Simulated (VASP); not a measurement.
# InSe (P-6m2) in VASP: a series of runs

Aim: see how the results for InSe move with the level of theory and the settings. Levels: PBEsol+D4, LDA, PBEsol. Tasks: single point.

Everything below comes from runs of VASP 6.6.1. Logs are shortened: lines on timing, memory, paths and dates and some standing lists are left out, and cuts for length are marked.

## (1) The cell of the first run

It takes space group P-6m2 (No. 187, hexagonal). The conventional cell has a = 3.980 Å, b = 3.980 Å, c = 16.319 Å, α = 90.00°, β = 90.00°, γ = 120.00°. In (site symmetry 3m) has 3 Se at 2.63 Å and 1 In at 2.76 Å within 3.5 Å. In (site symmetry 3m) has 3 Se at 2.63 Å and 1 In at 2.76 Å within 3.5 Å. Within 3.5 Å of Se (site symmetry 3m) lie 3 In at 2.63 Å. Se (site symmetry 3m) has 3 In at 2.63 Å within 3.5 Å.

## (2) Single point, PBEsol+D4

INCAR

```
  PREC = Accurate
  ENCUT = 520
  EDIFF = 1E-6
  ISMEAR = -1
  SIGMA = 0.05
  LREAL = False
  LASPH = True
  NELM = 100
  ALGO = Normal
  ISIF = 2
  LWAVE = False
  LCHARG = True
  GGA = PS
  IVDW = 13
  LELF = True
  LVHAR = True
  NBANDS = 48
```

KPOINTS

```
regular mesh
0
Gamma
  8 8 2
```

POSCAR

```
InSe
1.0
    3.9797161144      0.0000000000      0.0000000000
   -1.9898580572      3.4465352549      0.0000000000
    0.0000000000      0.0000000000     16.3194539812
In Se
4 4
Direct
    0.3333333333      0.6666666667      0.0845564010
    0.3333333333      0.6666666667      0.9154435990
    0.0000000000      0.0000000000      0.4154513122
    0.0000000000      0.0000000000      0.5845486878
    0.3333333333      0.6666666667      0.3368106101
    0.3333333333      0.6666666667      0.6631893899
    0.6666666667      0.3333333333      0.1632462015
    0.6666666667      0.3333333333      0.8367537985
```

Potentials or basis: VASP PAW PBE potentials, release 64 (In_d, Se).

Command:

```console
$ cat potpaw_PBE.64/In_d/POTCAR potpaw_PBE.64/Se/POTCAR > POTCAR
$ mpirun -np 1 vasp_std > vasp.out
```

OUTCAR:

```text
PREC = Accurate
   ENCUT = 520
   EDIFF = 1E-6
   ISMEAR = -1
   LREAL = False
   LASPH = True
   NELM = 100
   ISIF = 2
   GGA = PS
   IVDW = 13

 ion  position               nearest neighbor table
   1  0.333  0.667  0.085-   7 2.63   7 2.63   7 2.63   2 2.76
   2  0.333  0.667  0.915-   8 2.63   8 2.63   8 2.63   1 2.76
   3  0.000  0.000  0.415-   5 2.63   5 2.63   5 2.63   4 2.76
   4  0.000  0.000  0.585-   6 2.63   6 2.63   6 2.63   3 2.76
   5  0.333  0.667  0.337-   3 2.63   3 2.63   3 2.63
   6  0.333  0.667  0.663-   4 2.63   4 2.63   4 2.63
   7  0.667  0.333  0.163-   1 2.63   1 2.63   1 2.63
   8  0.667  0.333  0.837-   2 2.63   2 2.63   2 2.63

  LATTYP: Found a hexagonal cell.
 ALAT       =     3.9797161144
 C/A-ratio  =     4.1006578138

  Lattice vectors:

 A1 = (   3.9797161144,   0.0000000000,   0.0000000000)
 A2 = (  -1.9898580572,   3.4465352549,   0.0000000000)
 A3 = (   0.0000000000,   0.0000000000,  16.3194539812)

Analysis of symmetry for initial positions (statically):
=====================================================================
 Subroutine PRICEL returns:
 Original cell was already a primitive cell.

 Routine SETGRP: Setting up the symmetry group for a
 hexagonal supercell.

 Subroutine GETGRP returns: Found 12 space group operations
 (whereof 12 operations were pure point group operations)
 out of a pool of 24 trial point group operations.

The static configuration has the point symmetry D_3h.

Analysis of symmetry for dynamics (positions and initial velocities):
=====================================================================
 Subroutine PRICEL returns:
 Original cell was already a primitive cell.

 Routine SETGRP: Setting up the symmetry group for a
 hexagonal supercell.

 Subroutine GETGRP returns: Found 12 space group operations
 (whereof 12 operations were pure point group operations)
 out of a pool of 24 trial point group operations.

The dynamic configuration has the point symmetry D_3h.

 Subroutine INISYM returns: Found 12 space group operations
 (whereof 12 operations are pure point group operations),
 and found     1 'primitive' translations

----------------------------------------------------------------------------------------

                                     Primitive cell

  volume of cell :     223.8414

  direct lattice vectors                    reciprocal lattice vectors
     3.979716114  0.000000000  0.000000000     0.251274204  0.145073229  0.000000000
    -1.989858057  3.446535255  0.000000000     0.000000000  0.290146459  0.000000000
     0.000000000  0.000000000 16.319453981     0.000000000  0.000000000  0.061276560

  length of vectors
     3.979716114  3.979716114 16.319453981     0.290146459  0.290146459  0.061276560

  position of ions in fractional coordinates (direct lattice)
     0.333333333  0.666666667  0.084556401
     0.333333333  0.666666667  0.915443599
     0.000000000  0.000000000  0.415451312
     0.000000000  0.000000000  0.584548688
     0.333333333  0.666666667  0.336810610
     0.333333333  0.666666667  0.663189390
     0.666666667  0.333333333  0.163246202
     0.666666667  0.333333333  0.836753798

  ion indices of the primitive-cell ions
   primitive index   ion index
                 1           1
                 2           2
                 3           3
                 4           4
                 5           5
                 6           6
                 7           7
                 8           8

----------------------------------------------------------------------------------------

 KPOINTS: regular mesh

Automatic generation of k-mesh.
 Grid dimensions read from file:
 generate k-points for:    8    8    2

 Generating k-lattice:

  Cartesian coordinates                     Fractional coordinates (reciprocal lattice)
     0.031409276  0.018134154  0.000000000     0.125000000  0.000000000  0.000000000
     0.000000000  0.036268307  0.000000000     0.000000000  0.125000000  0.000000000
     0.000000000  0.000000000  0.030638280     0.000000000  0.000000000  0.500000000

  Length of vectors
     0.036268307  0.036268307  0.030638280

  Shift w.r.t. Gamma in fractional coordinates (k-lattice)
     0.000000000  0.000000000  0.000000000

 Subroutine IBZKPT returns following result:
 ===========================================

 Found     20 irreducible k-points:

 Following reciprocal coordinates:
            Coordinates               Weight
  0.000000  0.000000  0.000000      1.000000
  0.125000  0.000000  0.000000      6.000000
  0.250000  0.000000  0.000000      6.000000
  0.375000 -0.000000  0.000000      6.000000
  0.500000  0.000000  0.000000      3.000000
  0.125000  0.125000  0.000000      6.000000
[... 12 lines left out ...]
  0.250000  0.250000  0.500000      6.000000
  0.375000  0.250000  0.500000      6.000000
   k-points           NKPTS =     20   k-points in BZ     NKDIM =     20   number of bands    NBANDS=     48
   number of dos      NEDOS =    301   number of ions     NIONS =      8
   total plane-waves  NPLWV = 113400
   dimension x,y,z NGX =    30 NGY =   30 NGZ =  126
   dimension x,y,z NGXF=    60 NGYF=   60 NGZF=  252
   ions per type =               4   4
   NGX,Y,Z   is equivalent  to a cutoff of  12.53, 12.53, 12.84 a.u.
   NGXF,Y,Z  is equivalent  to a cutoff of  25.06, 25.06, 25.67 a.u.
 SYSTEM =  unknown system
   PREC   = accura    normal or accurate (medium, high low for compatibility)
   ISTART =      0    job   : 0-new  1-cont  2-samecut
   ICHARG =      2    charge: 1-file 2-atom 10-const
   ISPIN  =      1    spin polarized calculation?
   LNONCOLLINEAR =      F non collinear calculations
   LSORBIT =      F    spin-orbit coupling
   LASPH  =      T    aspherical Exc in radial PAW
   ENCUT  =  520.0 eV  38.22 Ry    6.18 a.u.   7.40  7.40 30.34*2*pi/ulx,y,z
   NELM   =    100;   NELMIN=  2; NELMDL= -5     # of ELM steps
   EDIFF  = 0.1E-05   stopping-criterion for ELM
   LREAL  =      F    real-space projection
   EDIFFG = 0.1E-04   stopping-criterion for IOM
   NSW    =      0    number of steps for IOM
   IBRION =     -1    ionic relax: 0-MD 1-quasi-New 2-CG
   NFREE  =      0    steps in history (QN), initial steepest desc. (CG)
   ISIF   =      2    stress and relaxation
   ISYM   =      2    0-nonsym 1-usesym 2-fastsym
   POTIM  = 0.5000    time-step for ionic-motion
   TEBEG  =    0.0;   TEEND  =   0.0 temperature during run
   PSTRESS=    0.0 pullay stress
   NELECT =      76.0000    total number of electrons
   NUPDOWN=      -1.0000    fix difference up-down
   EMIN   =  10.00;   EMAX   =-10.00  energy-range for DOS
   EFERMI =   0.00;   METHOD = LEGACY
   ISMEAR =    -1;   SIGMA  =   0.05  broadening in eV -4-tet -1-fermi 0-gaus
   EFERMI_NEDOS =   21; number of points for ismear=-14 and -15
   IALGO  =     38    algorithm
   IMIX   =      4    mixing-type and parameters
     AMIX     =   0.40;   BMIX     =  1.00
     AMIX_MAG =   1.60;   BMIX_MAG =  1.00
  volume/ion in A,a.u.               =      27.98       188.82
  Fermi-wavevector in a.u.,A,eV,Ry     =   1.142087  2.158232 17.746934  1.304363
  Thomas-Fermi vector in A             =   2.278786
   LORBIT       =      0    0 simple, 1 ext, 2 COOP (PROOUT), +10 PAW based schemes
   GGA     = PS    functional components
   LHFCALC =     F    Hartree Fock is set to
   AEXX    =    0.0000 exact exchange contribution
   IVDW    =    13    specifies the selected vdW correction
   LEPSILON=     F    determine dielectric tensor
   LRPA    =     F    only Hartree local field effects (RPA)
 non-spin polarized calculation
  energy-cutoff  :      520.00
  volume of cell :      223.84
 maximum number of plane-waves:      6096
 NGX is ok and might be reduce to    30
   NGX = 15   NGY = 15   NGZ = 61

 number of electron      75.9999978 magnetization

 Free energy of the ion-electron system (eV)
  ---------------------------------------------------
  ext. energy  EPLUGINS =         0.00000000
  ---------------------------------------------------
  free energy    TOTEN  =       -31.15899055 eV

  energy without entropy =      -31.15853736  energy(sigma->0) =      -31.15876396

 E-fermi :   4.6332     XC(G=0):  -9.3291

 val. band max:        4.4752687314   @ k =   0.0000   0.0000   0.0000
 cond. band min:       4.7653754393   @ k =   0.0000   0.0000   0.0000
 fundamental gap:      0.2901067080
 Fermi energy:         4.6331871006

 k-point     1 :       0.0000    0.0000    0.0000
  band No.  band energies     occupation
      1     -10.4110      2.00000
      2     -10.3946      2.00000
      3     -10.2035      2.00000
      4     -10.2035      2.00000
      5     -10.1864      2.00000
      6     -10.1864      2.00000
[... 40 lines left out ...]
     47       9.4372      0.00000
     48       9.8498      0.00000

 k-point     2 :       0.1250    0.0000    0.0000
  band No.  band energies     occupation
      1     -10.4125      2.00000
      2     -10.3962      2.00000
      3     -10.2700      2.00000
      4     -10.2479      2.00000
      5     -10.2013      2.00000
      6     -10.1941      2.00000
[... 40 lines left out ...]
     47       9.0443      0.00000
     48       9.4865      0.00000

 k-point     3 :       0.2500    0.0000    0.0000
  band No.  band energies     occupation
      1     -10.4541      2.00000
      2     -10.4330      2.00000
      3     -10.3420      2.00000
      4     -10.3282      2.00000
      5     -10.3221      2.00000
      6     -10.2964      2.00000
[... 856 lines left out ...]
     47       9.4286      0.00000
     48       9.5636      0.00000

 k-point    20 :       0.3750    0.2500    0.5000
  band No.  band energies     occupation
      1     -10.5555      2.00000
      2     -10.5399      2.00000
      3     -10.4534      2.00000
      4     -10.4383      2.00000
      5     -10.3431      2.00000
      6     -10.3265      2.00000
[... 40 lines left out ...]
     47       9.6518      0.00000
     48       9.7508      0.00000

------------------------ aborting loop because EDIFF is reached ----------------------------------------

  DFT-D4 for vdW energy calculation

  Edisp (eV):   -1.58277

  FORCE on cell =-STRESS in cart. coord.  units (eV):
  Direction    XX          YY          ZZ          XY          YZ          ZX
  --------------------------------------------------------------------------------------
  -------------------------------------------------------------------------------------
  Total       0.10428     0.10428     0.07863     0.00000     0.00000     0.00000
  in kB       0.74638     0.74638     0.56283     0.00000     0.00000     0.00000
  external pressure =        0.69 kB  Pullay stress =        0.00 kB

 VOLUME and BASIS-vectors are now :
 -----------------------------------------------------------------------------
  energy-cutoff  :      520.00
  volume of cell :      223.84
      direct lattice vectors                 reciprocal lattice vectors
     3.979716114  0.000000000  0.000000000     0.251274204  0.145073229  0.000000000
    -1.989858057  3.446535255  0.000000000     0.000000000  0.290146459  0.000000000
     0.000000000  0.000000000 16.319453981     0.000000000  0.000000000  0.061276560

 POSITION                                       TOTAL-FORCE (eV/Angst)
 -----------------------------------------------------------------------------------
     -0.00000      2.29769      1.37991        -0.000000     -0.000000     -0.022233
     -0.00000      2.29769     14.93954         0.000000      0.000000      0.022233
      0.00000      0.00000      6.77994         0.000000     -0.000000      0.019516
      0.00000      0.00000      9.53952        -0.000000      0.000000     -0.019516
     -0.00000      2.29769      5.49657        -0.000000      0.000000     -0.020232
     -0.00000      2.29769     10.82289        -0.000000     -0.000000      0.020232
      1.98986      1.14885      2.66409        -0.000000      0.000000      0.022304
      1.98986      1.14885     13.65537         0.000000      0.000000     -0.022304
 -----------------------------------------------------------------------------------
    total drift:                               -0.000000      0.000000     -0.000000

  FREE ENERGIE OF THE ION-ELECTRON SYSTEM (eV)
  ---------------------------------------------------
  free  energy   TOTEN  =       -32.7417643859 eV

  energy  without entropy=      -32.7413111952  energy(sigma->0) =      -32.74153779
```

Wall time 9.7 min (1 thread of Intel Xeon 8259CL, shared host); peak memory 0.43 GiB.

Results:

```
Free energy                : -32.7418 eV
Pressure                   : 0.1 GPa
Largest force              : 0.022 eV/Å
Band gap on the k mesh     : 0.29 eV
Dispersion energy per atom : -0.198 eV
```

Forces on the atoms (eV/Å):
```
In   0.000  0.000 -0.022
In   0.000  0.000  0.022
In   0.000  0.000  0.020
In   0.000  0.000 -0.020
Se   0.000  0.000 -0.020
Se   0.000  0.000  0.020
Se   0.000  0.000  0.022
Se   0.000  0.000 -0.022
```

Caveat: the PAW data sets were made with another functional, which shifts forces and pressure a little; spin-orbit coupling is left out, which moves the levels of the heavy elements.

## (3) Single point, LDA

This run uses another cell than the first one, of 27.81 Å³/atom.

INCAR

```
PREC = Accurate
ENCUT = 520
EDIFF = 1E-6
ISMEAR = -1
SIGMA = 0.05
LREAL = F
LASPH = T
NELM = 80
ALGO = Normal
ISIF = 2
LWAVE = F
LCHARG = F
NBANDS = 48
```

KPOINTS

```
Automatic mesh
0
Gamma
  8 8 2
```

POSCAR

```
InSe
1.0
    3.9733264280      0.0000000000      0.0000000000
   -1.9866632140      3.4410016242      0.0000000000
    0.0000000000      0.0000000000     16.2706566636
In Se
4 4
Direct
    0.3333333333      0.6666666667      0.0842668307
    0.3333333333      0.6666666667      0.9157331693
    0.0000000000      0.0000000000      0.4157371660
    0.0000000000      0.0000000000      0.5842628340
    0.3333333333      0.6666666667      0.3378941802
    0.3333333333      0.6666666667      0.6621058198
    0.6666666667      0.3333333333      0.1621763923
    0.6666666667      0.3333333333      0.8378236077
```

Potentials or basis: VASP PAW LDA potentials, release 64 (In_d, Se).

Command:

```console
$ cat potpaw_LDA.64/In_d/POTCAR potpaw_LDA.64/Se/POTCAR > POTCAR
$ mpirun -np 1 vasp_std > vasp.out
```

Run time: 6 min. Hardware: 1 thread of Intel Xeon 8259CL, shared host; peak memory 0.36 GiB.

Results (log left out):

- Free energy: -33.3393 eV
- Pressure: 0.1 GPa
- Largest force: 0.029 eV/Å
- Band gap on the k mesh: 0.19 eV

Forces on the atoms (eV/Å):
```
In   0.000  0.000 -0.013
In   0.000  0.000  0.013
In   0.000  0.000  0.012
In   0.000  0.000 -0.012
Se   0.000  0.000 -0.029
Se   0.000  0.000  0.029
Se   0.000  0.000  0.029
Se   0.000  0.000 -0.029
```

Levels at points of the mesh, in eV from the valence-band top:
```tsv
k point	band 34	band 35	band 36	band 37	band 38	band 39	band 40	band 41	band 42	band 43
(0.00, 0.00, 0.00)	-1.31	-1.31	-1.22	-1.22	0.00	0.19	1.70	1.90	1.97	4.05
(0.50, 0.00, 0.00)	-2.39	-2.37	-2.14	-2.05	-1.74	1.09	1.15	1.63	1.69	3.22
(0.00, 0.00, 0.50)	-1.26	-1.26	-1.26	-1.10	-1.05	1.10	1.20	1.96	1.98	4.10
(0.50, 0.00, 0.50)	-2.62	-2.24	-2.23	-1.86	-1.67	0.94	1.04	1.60	2.02	3.01
```

Caveat: spin-orbit coupling is left out, which moves the levels of the heavy elements.

(Part 1 of 2 ends here.)
